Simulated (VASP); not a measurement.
# BN (P6_3/mmc) in VASP: notebook

Runs on BN. Level: PBE+D3(BJ). Tasks: single point, relaxation of cell and atoms.

All numbers are computed with VASP 6.6.1; they aren't measurements. Logs are shortened: lines on timing, memory, paths and dates and some standing lists are left out, and cuts for length are marked.

### 1 The cell of the first run

The structure is hexagonal, space group P6_3/mmc (No. 194). The conventional cell has a = 2.498 Å, b = 2.498 Å, c = 6.636 Å, α = 90.00°, β = 90.00°, γ = 120.00°. Within 1.9 Å of B (site symmetry -6m2) lie 3 N at 1.44 Å. N (site symmetry -6m2) has 3 B at 1.44 Å within 1.9 Å.

### 2 Single point, PBE+D3(BJ)

INCAR

```
  PREC = Accurate
  ENCUT = 520
  EDIFF = 1E-6
  ISMEAR = 0
  SIGMA = 0.1
  LREAL = False
  LASPH = True
  NELM = 100
  ALGO = Normal
  ISIF = 2
  LWAVE = False
  LCHARG = False
  GGA = PE
  IVDW = 12
  NBANDS = 16
```

KPOINTS

```
Automatic mesh
0
Gamma
  9 9 4
```

POSCAR

```
BN
1.0
    2.4982400000      0.0000000000      0.0000000000
   -1.2491200000      2.1635393048      0.0000000000
    0.0000000000      0.0000000000      6.6357000000
B N
2 2
Direct
    0.3333333333      0.6666666667      0.2500000000
    0.6666666667      0.3333333333      0.7500000000
    0.3333333333      0.6666666667      0.7500000000
    0.6666666667      0.3333333333      0.2500000000
```

Potentials or basis: VASP PAW PBE potentials, release 64 (B, N).

Command:

```bash
cat potpaw_PBE.64/B/POTCAR potpaw_PBE.64/N/POTCAR > POTCAR
mpirun -np 1 vasp_std > vasp.out
```

OUTCAR:

```text
PREC = Accurate
   ENCUT = 520
   EDIFF = 1E-6
   ISMEAR = 0
   LREAL = False
   LASPH = True
   NELM = 100
   ISIF = 2
   GGA = PE
   IVDW = 12
 IVDW          = 12

 ion  position               nearest neighbor table
   1  0.333  0.667  0.250-   4 1.44   4 1.44   4 1.44
   2  0.667  0.333  0.750-   3 1.44   3 1.44   3 1.44
   3  0.333  0.667  0.750-   2 1.44   2 1.44   2 1.44
   4  0.667  0.333  0.250-   1 1.44   1 1.44   1 1.44

  LATTYP: Found a hexagonal cell.
 ALAT       =     2.4982400000
 C/A-ratio  =     2.6561499296

  Lattice vectors:

 A1 = (   2.4982400000,   0.0000000000,   0.0000000000)
 A2 = (  -1.2491200000,   2.1635393048,   0.0000000000)
 A3 = (   0.0000000000,   0.0000000000,   6.6357000000)

Analysis of symmetry for initial positions (statically):
=====================================================================
 Subroutine PRICEL returns:
 Original cell was already a primitive cell.

 Routine SETGRP: Setting up the symmetry group for a
 hexagonal supercell.

 Subroutine GETGRP returns: Found 24 space group operations
 (whereof 12 operations were pure point group operations)
 out of a pool of 24 trial point group operations.

The static configuration has the point symmetry D_3d.
 The point group associated with its full space group is D_6h.

Analysis of symmetry for dynamics (positions and initial velocities):
=====================================================================
 Subroutine PRICEL returns:
 Original cell was already a primitive cell.

 Routine SETGRP: Setting up the symmetry group for a
 hexagonal supercell.

 Subroutine GETGRP returns: Found 24 space group operations
 (whereof 12 operations were pure point group operations)
 out of a pool of 24 trial point group operations.

The dynamic configuration has the point symmetry D_3d.
 The point group associated with its full space group is D_6h.

 Subroutine INISYM returns: Found 24 space group operations
 (whereof 12 operations are pure point group operations),
 and found     1 'primitive' translations

----------------------------------------------------------------------------------------

                                     Primitive cell

  volume of cell :      35.8662

  direct lattice vectors                    reciprocal lattice vectors
     2.498240000  0.000000000  0.000000000     0.400281798  0.231102804  0.000000000
    -1.249120000  2.163539305  0.000000000     0.000000000  0.462205608  0.000000000
     0.000000000  0.000000000  6.635700000     0.000000000  0.000000000  0.150700002

  length of vectors
     2.498240000  2.498240000  6.635700000     0.462205608  0.462205608  0.150700002

  position of ions in fractional coordinates (direct lattice)
     0.333333333  0.666666667  0.250000000
     0.666666667  0.333333333  0.750000000
     0.333333333  0.666666667  0.750000000
     0.666666667  0.333333333  0.250000000

  ion indices of the primitive-cell ions
   primitive index   ion index
                 1           1
                 2           2
                 3           3
                 4           4

----------------------------------------------------------------------------------------

 KPOINTS: Automatic mesh

Automatic generation of k-mesh.
 Grid dimensions read from file:
 generate k-points for:    9    9    4

 Generating k-lattice:

  Cartesian coordinates                     Fractional coordinates (reciprocal lattice)
     0.044475755  0.025678089  0.000000000     0.111111111 -0.000000000  0.000000000
     0.000000000  0.051356179  0.000000000     0.000000000  0.111111111  0.000000000
     0.000000000  0.000000000  0.037675000     0.000000000  0.000000000  0.250000000

  Length of vectors
     0.051356179  0.051356179  0.037675000

  Shift w.r.t. Gamma in fractional coordinates (k-lattice)
     0.000000000  0.000000000  0.000000000

 Subroutine IBZKPT returns following result:
 ===========================================

 Found     36 irreducible k-points:

 Following reciprocal coordinates:
            Coordinates               Weight
  0.000000  0.000000  0.000000      1.000000
  0.111111  0.000000  0.000000      6.000000
  0.222222  0.000000  0.000000      6.000000
  0.333333  0.000000  0.000000      6.000000
  0.444444  0.000000  0.000000      6.000000
  0.111111  0.111111  0.000000      6.000000
[... 16 lines left out ...]
  0.333333  0.222222  0.250000     24.000000
  0.333333  0.333333  0.250000      4.000000
 [... further k-points ...]
   k-points           NKPTS =     36   k-points in BZ     NKDIM =     36   number of bands    NBANDS=     16
   number of dos      NEDOS =    301   number of ions     NIONS =      4
   total plane-waves  NPLWV =  20000
   dimension x,y,z NGX =    20 NGY =   20 NGZ =   50
   dimension x,y,z NGXF=    40 NGYF=   40 NGZF=  100
   ions per type =               2   2
   NGX,Y,Z   is equivalent  to a cutoff of  13.31, 13.31, 12.53 a.u.
   NGXF,Y,Z  is equivalent  to a cutoff of  26.62, 26.62, 25.05 a.u.
 SYSTEM =  unknown system
   PREC   = accura    normal or accurate (medium, high low for compatibility)
   ISTART =      0    job   : 0-new  1-cont  2-samecut
   ICHARG =      2    charge: 1-file 2-atom 10-const
   ISPIN  =      1    spin polarized calculation?
   LNONCOLLINEAR =      F non collinear calculations
   LSORBIT =      F    spin-orbit coupling
   LASPH  =      T    aspherical Exc in radial PAW
   ENCUT  =  520.0 eV  38.22 Ry    6.18 a.u.   4.65  4.65 12.34*2*pi/ulx,y,z
   NELM   =    100;   NELMIN=  2; NELMDL= -5     # of ELM steps
   EDIFF  = 0.1E-05   stopping-criterion for ELM
   LREAL  =      F    real-space projection
   EDIFFG = 0.1E-04   stopping-criterion for IOM
   NSW    =      0    number of steps for IOM
   IBRION =     -1    ionic relax: 0-MD 1-quasi-New 2-CG
   NFREE  =      0    steps in history (QN), initial steepest desc. (CG)
   ISIF   =      2    stress and relaxation
   ISYM   =      2    0-nonsym 1-usesym 2-fastsym
   POTIM  = 0.5000    time-step for ionic-motion
   TEBEG  =    0.0;   TEEND  =   0.0 temperature during run
   PSTRESS=    0.0 pullay stress
   NELECT =      16.0000    total number of electrons
   NUPDOWN=      -1.0000    fix difference up-down
   EMIN   =  10.00;   EMAX   =-10.00  energy-range for DOS
   EFERMI =   0.00;   METHOD = LEGACY
   ISMEAR =     0;   SIGMA  =   0.10  broadening in eV -4-tet -1-fermi 0-gaus
   EFERMI_NEDOS =   21; number of points for ismear=-14 and -15
   IALGO  =     38    algorithm
   IMIX   =      4    mixing-type and parameters
     AMIX     =   0.40;   BMIX     =  1.00
     AMIX_MAG =   1.60;   BMIX_MAG =  1.00
  volume/ion in A,a.u.               =       8.97        60.51
  Fermi-wavevector in a.u.,A,eV,Ry     =   1.250891  2.363842 21.289433  1.564729
  Thomas-Fermi vector in A             =   2.384864
   LORBIT       =      0    0 simple, 1 ext, 2 COOP (PROOUT), +10 PAW based schemes
   GGA     = PE    functional components
   LHFCALC =     F    Hartree Fock is set to
   AEXX    =    0.0000 exact exchange contribution
   IVDW    =    12    specifies the selected vdW correction
   LEPSILON=     F    determine dielectric tensor
   LRPA    =     F    only Hartree local field effects (RPA)
 non-spin polarized calculation
 Gauss-broadening in eV      SIGMA  =   0.10
  energy-cutoff  :      520.00
  volume of cell :       35.87
 maximum number of plane-waves:       985
 NGX is ok and might be reduce to    20
   NGX =  9   NGY =  9   NGZ = 25

 number of electron      15.9999997 magnetization

 Free energy of the ion-electron system (eV)
  ---------------------------------------------------
  ext. energy  EPLUGINS =         0.00000000
  ---------------------------------------------------
  free energy    TOTEN  =       -35.14691219 eV

  energy without entropy =      -35.14691219  energy(sigma->0) =      -35.14691219

 E-fermi :   2.7245     XC(G=0): -10.0888

 val. band max:        2.3080599010   @ k =   0.3333   0.3333   0.5000
 cond. band min:       6.7143861959   @ k =   0.4444   0.1111   0.0000
 fundamental gap:      4.4063262949
 Fermi energy:         2.7244750927

 k-point     1 :       0.0000    0.0000    0.0000
  band No.  band energies     occupation
      1     -15.5318      2.00000
      2     -15.2365      2.00000
      3      -3.9421      2.00000
      4      -1.8139      2.00000
      5       0.9859      2.00000
      6       0.9859      2.00000
[... 8 lines left out ...]
     15      14.6584      0.00000
     16      15.4186      0.00000

 k-point     2 :       0.1111    0.0000    0.0000
  band No.  band energies     occupation
      1     -15.2896      2.00000
      2     -15.0024      2.00000
      3      -3.6092      2.00000
      4      -1.5153      2.00000
      5       0.0246      2.00000
      6       0.0572      2.00000
[... 8 lines left out ...]
     15      15.0753      0.00000
     16      15.4629      0.00000

 k-point     3 :       0.2222    0.0000    0.0000
  band No.  band energies     occupation
      1     -14.5877      2.00000
      2     -14.3263      2.00000
      3      -2.6338      2.00000
      4      -2.1824      2.00000
      5      -2.1293      2.00000
      6      -0.6548      2.00000
[... 8 lines left out ...]
     15      17.6123      0.00000
     16      17.7255      0.00000

 k-point     4 :       0.3333    0.0000    0.0000
  band No.  band energies     occupation
      1     -13.5342      2.00000
      2     -13.3226      2.00000
      3      -4.6007      2.00000
      4      -4.5196      2.00000
      5      -1.2861      2.00000
      6      -1.2250      2.00000
[... 8 lines left out ...]
     15      18.1214      0.00000
     16      20.9749      0.00000

 k-point     5 :       0.4444    0.0000    0.0000
  band No.  band energies     occupation
      1     -12.5072      2.00000
      2     -12.3931      2.00000
      3      -6.3511      2.00000
      4      -6.2759      2.00000
      5      -1.7804      2.00000
      6      -1.7161      2.00000
[... 8 lines left out ...]
     15      17.6140      0.00000
     16      21.2335      0.00000

 k-point     6 :       0.1111    0.1111    0.0000
  band No.  band energies     occupation
      1     -14.8167      2.00000
      2     -14.5465      2.00000
      3      -2.9543      2.00000
      4      -1.3729      2.00000
      5      -1.3541      2.00000
      6      -0.9346      2.00000
[... 8 lines left out ...]
     15      16.2530      0.00000
     16      17.6350      0.00000
[... 267 lines left out ...]
 k-point    21 :       0.4444    0.1111    0.2500
  band No.  band energies     occupation
      1     -12.1834      2.00000
      2     -12.1357      2.00000
      3      -6.4736      2.00000
      4      -6.4243      2.00000
      5      -2.5085      2.00000
      6      -2.4575      2.00000
[... 8 lines left out ...]
     15      17.3513      0.00000
     16      20.5814      0.00000

 k-point    22 :       0.2222    0.2222    0.2500
  band No.  band energies     occupation
      1     -12.9383      2.00000
      2     -12.8102      2.00000
      3      -4.7524      2.00000
      4      -4.7455      2.00000
      5      -2.9562      2.00000
      6      -2.9178      2.00000
[... 8 lines left out ...]
     15      16.8690      0.00000
     16      18.2223      0.00000

 k-point    23 :       0.3333    0.2222    0.2500
  band No.  band energies     occupation
      1     -12.0543      2.00000
      2     -11.9917      2.00000
      3      -5.8797      2.00000
      4      -5.8222      2.00000
      5      -3.8227      2.00000
      6      -3.7749      2.00000
[... 8 lines left out ...]
     15      17.9377      0.00000
     16      19.2840      0.00000

 k-point    24 :       0.3333    0.3333    0.2500
  band No.  band energies     occupation
      1     -11.6866      2.00000
      2     -11.6866      2.00000
      3      -5.6785      2.00000
      4      -5.5651      2.00000
      5      -4.8467      2.00000
      6      -4.8467      2.00000
[... 8 lines left out ...]
     15      19.4872      0.00000
     16      20.2300      0.00000

 [... further k-points ...]

------------------------ aborting loop because EDIFF is reached ----------------------------------------

 Edisp (eV)   -0.56768

 E8    (eV) :    -0.1663

  FORCE on cell =-STRESS in cart. coord.  units (eV):
  Direction    XX          YY          ZZ          XY          YZ          ZX
  --------------------------------------------------------------------------------------
  -------------------------------------------------------------------------------------
  Total       0.84115     0.84115    -0.05260     0.00000    -0.00000    -0.00000
  in kB      37.57489    37.57489    -2.34974     0.00000    -0.00000    -0.00000
  external pressure =       24.27 kB  Pullay stress =        0.00 kB

 VOLUME and BASIS-vectors are now :
 -----------------------------------------------------------------------------
  energy-cutoff  :      520.00
  volume of cell :       35.87
      direct lattice vectors                 reciprocal lattice vectors
     2.498240000  0.000000000  0.000000000     0.400281798  0.231102804  0.000000000
    -1.249120000  2.163539305  0.000000000     0.000000000  0.462205608  0.000000000
     0.000000000  0.000000000  6.635700000     0.000000000  0.000000000  0.150700002

 POSITION                                       TOTAL-FORCE (eV/Angst)
 -----------------------------------------------------------------------------------
     -0.00000      1.44236      1.65892         0.000000     -0.000000      0.000000
      1.24912      0.72118      4.97677        -0.000000      0.000000      0.000000
     -0.00000      1.44236      4.97677        -0.000000     -0.000000      0.000000
      1.24912      0.72118      1.65892         0.000000     -0.000000      0.000000
 -----------------------------------------------------------------------------------
    total drift:                                0.000000     -0.000000      0.000000

  FREE ENERGIE OF THE ION-ELECTRON SYSTEM (eV)
  ---------------------------------------------------
  free  energy   TOTEN  =       -35.7145914451 eV

  energy  without entropy=      -35.7145914451  energy(sigma->0) =      -35.71459145
```

It took 12 s on 1 thread of Intel Xeon Platinum 8488C (Sapphire Rapids), shared host; peak memory 0.16 GiB.

What came out:

* Free energy: -35.7146 eV
* Pressure: 2.4 GPa
* Band gap on the k mesh: 4.41 eV, indirect (least direct gap 4.66 eV)
* Dispersion energy per atom: -0.142 eV

A k mesh can miss the band edges.

### 3 Relaxation of cell and atoms, PBE+D3(BJ)

INCAR

```
PREC = Accurate
ENCUT = 600
EDIFF = 1E-6
ISMEAR = 0
SIGMA = 0.02
LREAL = False
LASPH = True
NELM = 80
ALGO = Normal
ISIF = 3
LWAVE = False
LCHARG = False
GGA = PE
IVDW = 12
IBRION = 2
NSW = 100
EDIFFG = -0.005
```

KPOINTS

```
Automatic mesh
0
Gamma
  12 12 4
```

POSCAR is that of step 2.

Potentials or basis: VASP PAW PBE potentials, release 64 (B, N).

Command:

```bash
cat potpaw_PBE.64/B/POTCAR potpaw_PBE.64/N/POTCAR > POTCAR
mpirun -np 1 vasp_std > vasp.out
```

Wall time 63 s (1 thread of AMD EPYC 9R45 (Zen 5), shared host); peak memory 0.15 GiB.

It converged, with:

```
Free energy                            : -35.7241 eV
Relaxed volume                         : 8.92 Å³/atom
Relaxed cell                           : a = 2.506 Å, b = 2.506 Å, c = 6.561 Å, α = 90.00°, β = 90.00°, γ = 120.00°
Space group after relaxing (to 0.05 Å) : P6_3/mmc (No. 194)
Energy gained by relaxing              : 0.8 meV/atom
Ionic steps                            : 9
Pressure after relaxing                : 0.0 GPa
Band gap on the k mesh                 : 4.25 eV, indirect (least direct gap 4.63 eV)
Dispersion energy per atom             : -0.143 eV
```

The path:
```csv
step,energy change (eV),largest force (eV/Å),pressure (GPa),volume (Å³)
1,0.0000,0.0000,2.26,35.87
2,0.0069,0.0000,-4.50,36.53
3,-0.0026,0.0000,-0.12,36.09
4,-0.0026,0.0000,-0.09,36.09
5,-0.0027,0.0000,-0.07,36.06
6,-0.0028,0.0000,-0.05,35.98
7,-0.0030,0.0000,-0.01,35.82
8,-0.0029,0.0000,0.08,35.49
9,-0.0030,0.0000,0.01,35.69
```

Final structure:
```yaml
crystal:
  lattice:
    - [2.50625, 0.00000, 0.00000]
    - [-1.25313, 2.17048, 0.00000]
    - [0.00000, 0.00000, 6.56055]
  atoms:
    - { symbol: B, position: [0.33333, 0.66667, 0.25000] }
    - { symbol: B, position: [0.66667, 0.33333, 0.75000] }
    - { symbol: N, position: [0.33333, 0.66667, 0.75000] }
    - { symbol: N, position: [0.66667, 0.33333, 0.25000] }
```

Levels at points of the mesh, in eV from the valence-band top:
```tsv
k point	band 4	band 5	band 6	band 7	band 8	band 9	band 10	band 11	band 12
(0.00, 0.00, 0.00)	-4.01	-1.34	-1.34	-1.30	-1.30	5.33	10.44	11.51	11.51
(0.50, 0.00, 0.00)	-8.83	-4.15	-4.08	-1.49	-0.41	4.25	5.69	9.51	9.91
(0.00, 0.00, 0.50)	-5.27	-1.32	-1.32	-1.32	-1.32	7.76	7.76	11.58	11.58
(0.50, 0.00, 0.50)	-8.87	-4.11	-4.11	-0.92	-0.92	4.72	4.72	9.89	9.89
```

A k mesh can miss the band edges.

### 4 Single point, PBE+D3(BJ)

This run uses another cell than the first one, of 9.00 Å³/atom, 1.003 times its volume.

INCAR

```
SYSTEM = BN
PREC = Accurate
ENCUT = 520
EDIFF = 1E-7
ISMEAR = 0
SIGMA = 0.02
LREAL = .False.
LASPH = .True.
NELM = 80
ALGO = Normal
ISIF = 2
LWAVE = .False.
LCHARG = .True.
GGA = PE
IVDW = 12
LELF = .True.
LVHAR = .True.
NBANDS = 16
```

KPOINTS

```
Automatic mesh
0
Gamma
  12 12 4
  0 0 0
```

POSCAR

```
BN
1.0
    2.5064254177      0.0000000000      0.0000000000
   -1.2532127088      2.1706280844      0.0000000000
    0.0000000000      0.0000000000      6.6141239338
B N
2 2
Direct
    0.3333333333      0.6666666667      0.2500000000
    0.6666666667      0.3333333333      0.7500000000
    0.3333333333      0.6666666667      0.7500000000
    0.6666666667      0.3333333333      0.2500000000
```

Command:

```bash
cat potpaw_PBE.64/B/POTCAR potpaw_PBE.64/N/POTCAR > POTCAR
mpirun -np 1 vasp_std > vasp.out
```

It took 24 s on 1 thread of Intel Xeon Platinum 8488C (Sapphire Rapids), shared host; peak memory 0.17 GiB.

It converged, with:

```yaml
Free_energy: -35.7177 eV
Pressure: 0.1 GPa
Band_gap_on_the_k_mesh: 4.27 eV, indirect (least direct gap 4.63 eV)
Dispersion_energy_per_atom: -0.142 eV
```

Stress tensor (GPa, compression positive):
```
 0.18  0.00  0.00
 0.00  0.18  0.00
 0.00  0.00 -0.14
```

Levels at points of the mesh, in eV from the valence-band top:
```csv
k point,band 6,band 7,band 8,band 9,band 10,band 11
"(0.00, 0.00, 0.00)",-1.33,-1.29,-1.29,5.29,10.35,11.52
"(0.50, 0.00, 0.00)",-4.07,-1.45,-0.42,4.27,5.66,9.51
"(0.00, 0.00, 0.50)",-1.31,-1.31,-1.31,7.67,7.67,11.59
"(0.50, 0.00, 0.50)",-4.10,-0.91,-0.91,4.73,4.73,9.89
```

A k mesh can miss the band edges.

(Continued in part 2 of 2.)
